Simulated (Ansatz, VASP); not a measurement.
# One calculation of MgO, two programs

The input POSCAR:

```
MgO
1.0
    0.0000000000      2.1708719866      2.2820056624
    2.1708719866      0.0000000000      2.2820056624
    2.1708719866      2.1708719866      0.0000000000
Mg O
1 1
Direct
    0.0000000000      0.0000000000      0.0000000000
    0.2500000000      0.2500000000      0.2500000000
```

The input INCAR.step1:

```
  ALGO = Normal
  EDIFF = 1E-4
  ENCUT = 520
  GGA = PE
  ISMEAR = 0
  LASPH = True
  LCHARG = False
  LREAL = False
  LWAVE = True
  NBANDS = 11
  NELM = 60
  PREC = Accurate
  SIGMA = 0.01
```

Contents of INCAR.step2:

```
  ALGO = Normal
  EDIFF = 1E-7
  ENCUT = 520
  ISIF = 2
  ISMEAR = 0
  ISTART = 1
  LASPH = True
  LCHARG = True
  LELF = True
  LMIXTAU = True
  LREAL = False
  LVHAR = True
  LWAVE = False
  METAGGA = R2SCAN
  NBANDS = 11
  NELM = 60
  PREC = Accurate
  SIGMA = 0.01
```

Contents of KPOINTS:

```
k-points
0
Gamma
  10 10 10
```

Input for Ansatz:

```yaml
crystal:
  lattice:
    - [0.0, 2.1708719866, 2.2820056624]
    - [2.1708719866, 0.0, 2.2820056624]
    - [2.1708719866, 2.1708719866, 0.0]
  atoms:
    - { symbol: Mg, position: [0.0, 0.0, 0.0] }
    - { symbol: O, position: [0.25, 0.25, 0.25] }
kpoints:
  mp_grid: { grid: [10, 10, 10] }
  band_path:
    path:
      - [0.0, 0.0, 0.0]
      - [-0.5, -0.5, 0.0]
      - [-0.375, -0.375, 0.25]
      - [-0.375, 0.0, 0.375]
      - [0.0, 0.0, 0.5]
      - [-0.5, -0.25, 0.25]
    npoints: 1
hamiltonian:
  xc: r2scan
scf:
  occupations: { method: fixed }
  n_extra_bands: 4
output:
  forces: true
  stress: true
  eigenvalues: true
```

Change from the starting cell: biaxial_xy strain -4.9%.

Alike in both runs: task single point; functional r2SCAN; k mesh 10 × 10 × 10; no spin polarisation.

```csv
,VASP,Ansatz
version,VASP 6.6.1,Ansatz 0.2.0
potentials or method,"VASP PAW PBE potentials, release 64 (Mg, O)","plane waves, PAW"
plane-wave cutoff (eV),520,500
occupations,"gaussian, width 0.01 eV",fixed
valence electrons in the cell,8,16
```

Ansatz gave:

```
gap on the k mesh at the Fermi level (eV)                     : 4.89
pressure (GPa)                                                : 15.2
traceless stress, the component that is largest in VASP (GPa) : -1.37
```

**Question.** Estimate VASP's values.

**Answer.** gap on the k mesh at the Fermi level (eV): 4.88; pressure (GPa): 14.8; traceless stress, the component that is largest in VASP (GPa): -1.39.

VASP's potentials were made for PBE, not for r2SCAN. VASP's potentials hold 8 valence electrons a cell and Ansatz's 16, so a difference there can come from the potentials and not from the codes.
